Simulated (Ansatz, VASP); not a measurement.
## MoS3: VASP beside Ansatz

```xyz
8
Lattice="4.9231 0.0000 0.0000 0.0000 4.9231 0.0000 0.0000 0.0000 4.9231" Properties=species:S:1:pos:R:3 pbc="T T T"
Mo    0.0000    0.0000    0.0000
Mo    2.4616    2.4616    2.4616
S     1.2308    0.0000    2.4616
S     2.4616    3.6923    0.0000
S     3.6923    0.0000    2.4616
S     2.4616    1.2308    0.0000
S     0.0000    2.4616    3.6923
S     0.0000    2.4616    1.2308
```

Change from the starting cell: species swapped into the GaMo3 type (Pm-3n, No. 223).

Alike in both runs: functional PBE; k mesh 4 × 4 × 4; occupations gaussian, width 0.1 eV; collinear spin.

Ansatz relaxed the structure, and its values are those at the end. VASP's run is a single point on that final structure, the one shown.

|  | VASP | Ansatz |
| --- | --- | --- |
| version | VASP 6.6.1 | Ansatz 0.2.0 |
| potentials or method | VASP PAW PBE potentials, release 64 (Mo_sv, S), cutoff 520 eV | scalar-relativistic, plane waves, PAW |
| valence electrons in the cell | 64 | 64 |

```csv
,VASP,Ansatz,Ansatz less VASP
gap on the k mesh at the Fermi level (eV),none,none,-
pressure (GPa),-0.2,-0.2,+0.09
net moment per atom (μB),0.00,0.00,0.000
```

A gap of «none» marks a metal or a gap that the smearing closes. The functional is the same, so the differences come from potentials, cutoffs and numerics. Ansatz's warnings: seeded moment not kept.
